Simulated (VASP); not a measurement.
A run of VASP 6.6.1:

The input INCAR:

```
SYSTEM = Ir
PREC = Accurate
ENCUT = 600
EDIFF = 1E-6
ISMEAR = 0
SIGMA = 0.1
LREAL = .FALSE.
LASPH = .TRUE.
NELM = 60
ALGO = Fast
ISIF = 3
LWAVE = .FALSE.
LCHARG = .FALSE.
GGA = PE
IBRION = 2
NSW = 100
EDIFFG = -0.01
```

KPOINTS

```
regular mesh
0
G
  14 14 14
  0 0 0
```

The input POSCAR:

```
Ir
1.0
    0.0000000000      2.9620173100      2.9620173100
    2.9620173100      0.0000000000      2.9620173100
    2.9620173100      2.9620173100      0.0000000000
Ir
3
Direct
    0.2500000000      0.2500000000      0.2500000000
    0.5000000000      0.5000000000      0.5000000000
    0.7500000000      0.7500000000      0.7500000000
```

Potentials or basis: VASP PAW PBE potentials, release 64 (Ir).

Command:

```bash
$ cat potpaw_PBE.64/Ir/POTCAR > POTCAR
$ mpirun -np 1 vasp_std > vasp.out
```

Hardware: 1 thread of Intel(R) Xeon(R) 6975P-C (Granite Rapids), on a shared host.

Estimate the wall time of this run.

Wall time 2.1 min on 1 thread of Intel(R) Xeon(R) 6975P-C (Granite Rapids), with other jobs on the host, peak memory 0.27 GiB. Counts: scf iterations 36, k points 104, ion steps 3.
